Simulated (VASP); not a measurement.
# AgBr (Fm-3m) in VASP: a series of runs

Runs on AgBr. Level: r2SCAN. Tasks: single point.

All numbers are computed with VASP 6.6.1; they aren't measurements. Logs are shortened: lines on timing, memory, paths and dates and some standing lists are left out, and cuts for length are marked.

**1. The cell of the first run**

It takes space group Fm-3m (No. 225, cubic). Conventional cell: a = 5.843 Å, b = 5.843 Å, c = 5.843 Å, α = 90.00°, β = 90.00°, γ = 90.00°. Ag (site symmetry m-3m) has 6 Br at 2.92 Å within 3.8 Å. Within 3.8 Å of Br (site symmetry m-3m) lie 6 Ag at 2.92 Å.

**2. Single point, r2SCAN (24.93 Å³/atom)**

Input file POSCAR:

```
AgBr
1.0
    0.0000000000      2.9213761430      2.9213761430
    2.9213761430      0.0000000000      2.9213761430
    2.9213761430      2.9213761430      0.0000000000
Ag Br
1 1
Direct
    0.0000000000      0.0000000000      0.0000000000
    0.5000000000      0.5000000000      0.5000000000
```

Input file INCAR.step1:

```
SYSTEM = AgBr
PREC     = Accurate       ! precision mode
ENCUT    = 550            ! plane-wave cutoff, eV
ISMEAR   = 0              ! smearing method
SIGMA    = 0.01           ! smearing width, eV
LREAL    = .False.        ! projectors in reciprocal space
LASPH    = .True.         ! aspherical terms in the spheres
NELM     = 120            ! most SCF steps
NBANDS   = 16             ! bands
GGA      = PE             ! functional
ALGO     = Normal         ! electronic algorithm
EDIFF    = 1E-5           ! SCF threshold, eV
LWAVE    = .True.         ! write WAVECAR
LCHARG   = .False.        ! write CHGCAR
GGA_COMPAT= .False.
```

Input file INCAR.step2:

```
SYSTEM = AgBr
PREC     = Accurate       ! precision mode
ENCUT    = 550            ! plane-wave cutoff, eV
EDIFF    = 1E-6           ! SCF threshold, eV
ISMEAR   = 0              ! smearing method
SIGMA    = 0.01           ! smearing width, eV
LREAL    = .False.        ! projectors in reciprocal space
LASPH    = .True.         ! aspherical terms in the spheres
NELM     = 120            ! most SCF steps
ALGO     = Normal         ! electronic algorithm
ISIF     = 2              ! what is computed and relaxed
LWAVE    = .False.        ! write WAVECAR
LCHARG   = .True.         ! write CHGCAR
METAGGA  = R2SCAN         ! meta-GGA
LMIXTAU  = .True.       
LELF     = .True.         ! ELF
LVHAR    = .True.       
NBANDS   = 16             ! bands
ISTART   = 1            
GGA_COMPAT= .False.
```

Input file KPOINTS:

```
Automatic mesh
0
Gamma
  6 6 6
  0 0 0
```

Potentials or basis: VASP PAW PBE potentials, release 64 (Ag, Br).

Launch:

```console
$ cat potpaw_PBE.64/Ag/POTCAR potpaw_PBE.64/Br/POTCAR > POTCAR
$ cp INCAR.step1 INCAR
$ mpirun -np 1 vasp_std > vasp.out
$ cp INCAR.step2 INCAR
$ mpirun -np 1 vasp_std > vasp.out
```

OUTCAR:

```text
SYSTEM = AgBr
   PREC = Accurate
   ENCUT = 550
   EDIFF = 1E-6
   ISMEAR = 0
   LREAL = .False.
   LASPH = .True.
   NELM = 120
   ISIF = 2
   METAGGA = R2SCAN
   ISTART = 1

 ion  position               nearest neighbor table
   1  0.000  0.000  0.000-   2 2.92   2 2.92   2 2.92   2 2.92   2 2.92   2 2.92
   2  0.500  0.500  0.500-   1 2.92   1 2.92   1 2.92   1 2.92   1 2.92   1 2.92

  LATTYP: Found a face centered cubic cell.
 ALAT       =     5.8427522860

  Lattice vectors:

 A1 = (   0.0000000000,   2.9213761430,   2.9213761430)
 A2 = (   2.9213761430,   0.0000000000,   2.9213761430)
 A3 = (   2.9213761430,   2.9213761430,   0.0000000000)

Analysis of symmetry for initial positions (statically):
=====================================================================
 Subroutine PRICEL returns:
 Original cell was already a primitive cell.

 Routine SETGRP: Setting up the symmetry group for a
 face centered cubic supercell.

 Subroutine GETGRP returns: Found 48 space group operations
 (whereof 48 operations were pure point group operations)
 out of a pool of 48 trial point group operations.

The static configuration has the point symmetry O_h .

Analysis of symmetry for dynamics (positions and initial velocities):
=====================================================================
 Subroutine PRICEL returns:
 Original cell was already a primitive cell.

 Routine SETGRP: Setting up the symmetry group for a
 face centered cubic supercell.

 Subroutine GETGRP returns: Found 48 space group operations
 (whereof 48 operations were pure point group operations)
 out of a pool of 48 trial point group operations.

The dynamic configuration has the point symmetry O_h .

 Subroutine INISYM returns: Found 48 space group operations
 (whereof 48 operations are pure point group operations),
 and found     1 'primitive' translations

----------------------------------------------------------------------------------------

                                     Primitive cell

  volume of cell :      49.8646

  direct lattice vectors                    reciprocal lattice vectors
     0.000000000  2.921376143  2.921376143    -0.171152216  0.171152216  0.171152216
     2.921376143  0.000000000  2.921376143     0.171152216 -0.171152216  0.171152216
     2.921376143  2.921376143  0.000000000     0.171152216  0.171152216 -0.171152216

  length of vectors
     4.131449762  4.131449762  4.131449762     0.296444334  0.296444334  0.296444334

  position of ions in fractional coordinates (direct lattice)
     0.000000000  0.000000000  0.000000000
     0.500000000  0.500000000  0.500000000

  ion indices of the primitive-cell ions
   primitive index   ion index
                 1           1
                 2           2

----------------------------------------------------------------------------------------

 KPOINTS: Automatic mesh

Automatic generation of k-mesh.
 Grid dimensions read from file:
 generate k-points for:    6    6    6

 Generating k-lattice:

  Cartesian coordinates                     Fractional coordinates (reciprocal lattice)
    -0.028525369  0.028525369  0.028525369     0.166666667  0.000000000  0.000000000
     0.028525369 -0.028525369  0.028525369     0.000000000  0.166666667  0.000000000
     0.028525369  0.028525369 -0.028525369     0.000000000  0.000000000  0.166666667

  Length of vectors
     0.049407389  0.049407389  0.049407389

  Shift w.r.t. Gamma in fractional coordinates (k-lattice)
     0.000000000  0.000000000  0.000000000

 Subroutine IBZKPT returns following result:
 ===========================================

 Found     16 irreducible k-points:

 Following reciprocal coordinates:
            Coordinates               Weight
  0.000000  0.000000  0.000000      1.000000
  0.166667  0.000000  0.000000      8.000000
  0.333333  0.000000  0.000000      8.000000
  0.500000  0.000000  0.000000      4.000000
  0.166667  0.166667  0.000000      6.000000
  0.333333  0.166667  0.000000     24.000000
[... 8 lines left out ...]
 -0.333333  0.333333  0.166667     24.000000
 -0.333333  0.500000  0.166667     12.000000
   k-points           NKPTS =     16   k-points in BZ     NKDIM =     16   number of bands    NBANDS=     16
   number of dos      NEDOS =    301   number of ions     NIONS =      2
   total plane-waves  NPLWV =  32768
   dimension x,y,z NGX =    32 NGY =   32 NGZ =   32
   dimension x,y,z NGXF=    64 NGYF=   64 NGZF=   64
   ions per type =               1   1
   NGX,Y,Z   is equivalent  to a cutoff of  12.88, 12.88, 12.88 a.u.
   NGXF,Y,Z  is equivalent  to a cutoff of  25.75, 25.75, 25.75 a.u.
 SYSTEM =  AgBr
   PREC   = accura    normal or accurate (medium, high low for compatibility)
   ISTART =      1    job   : 0-new  1-cont  2-samecut
   ICHARG =      0    charge: 1-file 2-atom 10-const
   ISPIN  =      1    spin polarized calculation?
   LNONCOLLINEAR =      F non collinear calculations
   LSORBIT =      F    spin-orbit coupling
   LASPH  =      T    aspherical Exc in radial PAW
   ENCUT  =  550.0 eV  40.42 Ry    6.36 a.u.   7.90  7.90  7.90*2*pi/ulx,y,z
   NELM   =    120;   NELMIN=  2; NELMDL=  0     # of ELM steps
   EDIFF  = 0.1E-05   stopping-criterion for ELM
   LREAL  =      F    real-space projection
   EDIFFG = 0.1E-04   stopping-criterion for IOM
   NSW    =      0    number of steps for IOM
   IBRION =     -1    ionic relax: 0-MD 1-quasi-New 2-CG
   NFREE  =      0    steps in history (QN), initial steepest desc. (CG)
   ISIF   =      2    stress and relaxation
   ISYM   =      2    0-nonsym 1-usesym 2-fastsym
   POTIM  = 0.5000    time-step for ionic-motion
   TEBEG  =    0.0;   TEEND  =   0.0 temperature during run
   PSTRESS=    0.0 pullay stress
   NELECT =      18.0000    total number of electrons
   NUPDOWN=      -1.0000    fix difference up-down
   EMIN   =  10.00;   EMAX   =-10.00  energy-range for DOS
   EFERMI =   0.00;   METHOD = LEGACY
   ISMEAR =     0;   SIGMA  =   0.01  broadening in eV -4-tet -1-fermi 0-gaus
   EFERMI_NEDOS =   21; number of points for ismear=-14 and -15
   IALGO  =     38    algorithm
   IMIX   =      4    mixing-type and parameters
     AMIX     =   0.40;   BMIX     =  1.00
     AMIX_MAG =   1.60;   BMIX_MAG =  1.00
  volume/ion in A,a.u.               =      24.93       168.25
  Fermi-wavevector in a.u.,A,eV,Ry     =   1.165650  2.202759 18.486781  1.358740
  Thomas-Fermi vector in A             =   2.302173
   LORBIT       =      0    0 simple, 1 ext, 2 COOP (PROOUT), +10 PAW based schemes
   METAGGA = R2SCAN    functional components
   LHFCALC =     F    Hartree Fock is set to
   AEXX    =    0.0000 exact exchange contribution
   IVDW    =     0    specifies the selected vdW correction
   LEPSILON=     F    determine dielectric tensor
   LRPA    =     F    only Hartree local field effects (RPA)
 non-spin polarized calculation
 Gauss-broadening in eV      SIGMA  =   0.01
  energy-cutoff  :      550.00
  volume of cell :       49.86
 maximum number of plane-waves:      1476
   NGX = 15   NGY = 15   NGZ = 15

 number of electron      18.0000000 magnetization

 Free energy of the ion-electron system (eV)
  ---------------------------------------------------
  ext. energy  EPLUGINS =         0.00000000
  ---------------------------------------------------
  free energy    TOTEN  =       -35.50774159 eV

  energy without entropy =      -35.50774159  energy(sigma->0) =      -35.50774159

 E-fermi :   2.7308     XC(G=0): -10.0860

 val. band max:        2.6792543968   @ k =   0.5000   0.0000   0.0000
 cond. band min:       3.9281384953   @ k =   0.0000   0.0000   0.0000
 fundamental gap:      1.2488840985
 Fermi energy:         2.7308389213

 k-point     1 :       0.0000    0.0000    0.0000
  band No.  band energies     occupation
      1     -12.5836      2.00000
      2       0.1173      2.00000
      3       0.1173      2.00000
      4       0.1173      2.00000
      5       0.1254      2.00000
      6       0.1254      2.00000
[... 8 lines left out ...]
     15      15.1095      0.00000
     16      15.1095      0.00000

 k-point     2 :       0.1667    0.0000    0.0000
  band No.  band energies     occupation
      1     -12.4924      2.00000
      2      -0.5183      2.00000
      3      -0.4635      2.00000
      4      -0.4635      2.00000
      5       0.1814      2.00000
      6       0.1814      2.00000
[... 8 lines left out ...]
     15      14.1924      0.00000
     16      14.4499      0.00000

 k-point     3 :       0.3333    0.0000    0.0000
  band No.  band energies     occupation
      1     -12.2993      2.00000
      2      -1.7201      2.00000
      3      -1.0330      2.00000
      4      -1.0330      2.00000
      5       0.3121      2.00000
      6       0.3121      2.00000
[... 8 lines left out ...]
     15      15.2879      0.00000
     16      15.2879      0.00000

 k-point     4 :       0.5000    0.0000    0.0000
  band No.  band energies     occupation
      1     -12.1966      2.00000
      2      -2.2133      2.00000
      3      -1.2379      2.00000
      4      -1.2379      2.00000
      5       0.3796      2.00000
      6       0.3796      2.00000
[... 8 lines left out ...]
     15      16.4979      0.00000
     16      16.4979      0.00000
[... 172 lines left out ...]
 k-point    14 :       0.5000    0.3333    0.1667
  band No.  band energies     occupation
      1     -12.2097      2.00000
      2      -1.6619      2.00000
      3      -1.0337      2.00000
      4      -0.6749      2.00000
      5       0.2824      2.00000
      6       0.3847      2.00000
[... 8 lines left out ...]
     15      17.1221      0.00000
     16      18.3515      0.00000

 k-point    15 :      -0.3333    0.3333    0.1667
  band No.  band energies     occupation
      1     -12.1539      2.00000
      2      -1.5609      2.00000
      3      -1.0741      2.00000
      4      -1.0591      2.00000
      5       0.3411      2.00000
      6       0.3974      2.00000
[... 8 lines left out ...]
     15      16.0130      0.00000
     16      17.9016      0.00000

 k-point    16 :      -0.3333    0.5000    0.1667
  band No.  band energies     occupation
      1     -12.1460      2.00000
      2      -1.1716      2.00000
      3      -1.0647      2.00000
      4      -0.7261      2.00000
      5       0.4682      2.00000
      6       0.4799      2.00000
[... 8 lines left out ...]
     15      16.9392      0.00000
     16      18.0755      0.00000

------------------------ aborting loop because EDIFF is reached ----------------------------------------

  FORCE on cell =-STRESS in cart. coord.  units (eV):
  Direction    XX          YY          ZZ          XY          YZ          ZX
  --------------------------------------------------------------------------------------
  -------------------------------------------------------------------------------------
  Total       -0.4037905     -0.4037905     -0.4037905     -0.0000000      0.0000000      0.0000000
  in kB      -12.9740100    -12.9740100    -12.9740100     -0.0000000      0.0000000      0.0000000
  external PRESSURE =     -12.9740100 kB  Pullay stress =       0.0000000 kB

 VOLUME and BASIS-vectors are now :
 -----------------------------------------------------------------------------
  energy-cutoff  :      550.00
  volume of cell :       49.86
      direct lattice vectors                 reciprocal lattice vectors
     0.000000000  2.921376143  2.921376143    -0.171152216  0.171152216  0.171152216
     2.921376143  0.000000000  2.921376143     0.171152216 -0.171152216  0.171152216
     2.921376143  2.921376143  0.000000000     0.171152216  0.171152216 -0.171152216

 POSITION                                       TOTAL-FORCE (eV/Angst)
 -----------------------------------------------------------------------------------
      0.00000      0.00000      0.00000         0.000000      0.000000     -0.000000
      2.92138      2.92138      2.92138         0.000000      0.000000      0.000000
 -----------------------------------------------------------------------------------
    total drift:                                0.000000     -0.000000     -0.000000

  FREE ENERGIE OF THE ION-ELECTRON SYSTEM (eV)
  ---------------------------------------------------
  free  energy   TOTEN  =       -35.5077415875 eV

  energy  without entropy=      -35.5077415875  energy(sigma->0) =      -35.50774159
```

Run time: 33 s. Hardware: 1 thread of Intel Xeon 6975P-C (Granite Rapids), shared host; peak memory 0.19 GiB.

Results:

```
Free energy            : -35.5077 eV
Pressure               : -1.3 GPa
Band gap on the k mesh : 1.25 eV (least direct gap 3.08 eV)
```

Caveat: the PAW data sets were made with another functional, which shifts forces and pressure a little. A k mesh can miss the band edges.

**3. Single point, r2SCAN (25.66 Å³/atom)**

This run uses another cell than the first one, of 25.66 Å³/atom.

Input file POSCAR:

```
AgBr
1.0
    0.0000000000      2.9494680215      2.9494680215
    2.9494680215      0.0000000000      2.9494680215
    2.9494680215      2.9494680215      0.0000000000
Ag Br
1 1
Direct
    0.0000000000      0.0000000000      0.0000000000
    0.5000000000      0.5000000000      0.5000000000
```

Input file INCAR.step1:

```
  ALGO = Normal
  EDIFF = 1E-5
  ENCUT = 550
  GGA = PE
  GGA_COMPAT = False
  ISMEAR = 0
  LASPH = True
  LCHARG = False
  LREAL = False
  LWAVE = True
  NBANDS = 16
  NELM = 120
  PREC = Accurate
  SIGMA = 0.01
```

Input file INCAR.step2:

```
  ALGO = Normal
  EDIFF = 1E-6
  ENCUT = 550
  GGA_COMPAT = False
  ISIF = 2
  ISMEAR = 0
  ISTART = 1
  LASPH = True
  LCHARG = True
  LELF = True
  LMIXTAU = True
  LREAL = False
  LVHAR = True
  LWAVE = False
  METAGGA = R2SCAN
  NBANDS = 16
  NELM = 120
  PREC = Accurate
  SIGMA = 0.01
```

Input file KPOINTS:

```
k-points
0
Gamma
  6 6 6
```

Potentials or basis: VASP PAW PBE potentials, release 64 (Ag, Br).

Launch:

```console
$ cat potpaw_PBE.64/Ag/POTCAR potpaw_PBE.64/Br/POTCAR > POTCAR
$ cp INCAR.step1 INCAR
$ mpirun -np 1 vasp_std > vasp.out
$ cp INCAR.step2 INCAR
$ mpirun -np 1 vasp_std > vasp.out
```

It took 32 s on 1 thread of Intel Xeon 6975P-C (Granite Rapids), shared host; peak memory 0.19 GiB.

The run converged. Its results:

```yaml
Free_energy: -35.4916 eV
Pressure: -2.3 GPa
Band_gap_on_the_k_mesh: 1.26 eV (least direct gap 2.98 eV)
```

Levels at points of the mesh, in eV from the valence-band top:
```tsv
k point	band 7	band 8	band 9	band 10	band 11	band 12
(0.00, 0.00, 0.00)	-1.73	-1.73	-1.73	1.26	10.43	10.43
(0.50, 0.00, 0.00)	-1.90	0.00	0.00	4.45	6.74	7.52
(0.50, 0.50, 0.00)	-2.13	-2.13	-2.05	2.31	7.54	9.36
```

Caveat: the PAW data sets were made with another functional, which shifts forces and pressure a little. A k mesh can miss the band edges.
